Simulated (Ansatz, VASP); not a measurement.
**Two plane-wave programs on VSi2**

```
CELL_PARAMETERS angstrom
4.49118 0.00000 0.00000
-2.24559 3.88948 0.00000
0.00000 0.00000 6.27881
ATOMIC_POSITIONS crystal
V 0.00000 0.50000 0.16667
V 0.50000 0.50000 0.83333
V 0.50000 0.00000 0.50000
Si 0.83662 0.67323 0.50000
Si 0.16338 0.83662 0.83333
Si 0.67323 0.83662 0.16667
Si 0.16338 0.32677 0.50000
Si 0.83662 0.16338 0.83333
Si 0.32677 0.16338 0.16667
```

Alike in both runs: functional LDA; k mesh 9 × 9 × 6; occupations gaussian, width 0.1 eV; no spin polarisation.

Ansatz relaxed the structure, and its values are those at the end. VASP's run is a single point on that final structure, the one shown.

```csv
,VASP,Ansatz
version,VASP 6.6.1,Ansatz 0.2.0
potentials or method,"VASP PAW LDA potentials, release 64 (V_sv, Si), cutoff 520 eV","scalar-relativistic, plane waves, PAW"
valence electrons in the cell,63,63
```

Ansatz gave:

| Property | Result |
| --- | --- |
| gap on the k mesh at the Fermi level (eV) | none |
| pressure (GPa) | 0.0 |

**Question.** Estimate VASP's values.

**Answer.** gap on the k mesh at the Fermi level (eV): none; pressure (GPa): 0.3.

Ansatz warns that its potentials were made for another functional, while VASP's fit it. LDA's correlation is that of Perdew and Zunger in VASP and of Perdew and Wang (1992) in Ansatz. A gap of «none» marks a metal or a gap that the smearing closes.
